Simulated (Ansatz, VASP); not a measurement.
## SrCl2 in VASP and in Ansatz

```xyz
3
Lattice="0.0000 3.5552 3.4855 3.5552 0.0000 3.4855 3.5552 3.5552 0.0000" Properties=species:S:1:pos:R:3 pbc="T T T"
Sr    0.0000    0.0000    0.0000
Cl    1.7776    1.7776    1.7428
Cl    5.3328    5.3328    5.2283
```

Change from the starting cell: equal xx and yy strain of +2 %.

Alike in both runs: task single point; functional LDA; k mesh 8 × 8 × 8; occupations fermi-dirac, width 0.01 eV; no spin polarisation.

```csv
,VASP,Ansatz
version,VASP 6.6.1,Ansatz 0.2.0
potentials or method,"VASP PAW LDA potentials, release 64 (Sr_sv, Cl), cutoff 520 eV","all-electron LAPW, scalar-relativistic"
```

VASP gave:

- gap on the k mesh at the Fermi level (eV): 4.66
- pressure (GPa): -3.8
- traceless stress, the component that is largest in VASP (GPa): 0.62

**Question.** What did Ansatz give for the same quantities?

**Answer.** gap on the k mesh at the Fermi level (eV): 4.66; pressure (GPa): -3.9; traceless stress, the component that is largest in VASP (GPa): 0.63.

LDA's correlation is that of Perdew and Zunger in VASP and of Perdew and Wang (1992) in Ansatz. Ansatz ran all-electron here, and VASP with PAW potentials.
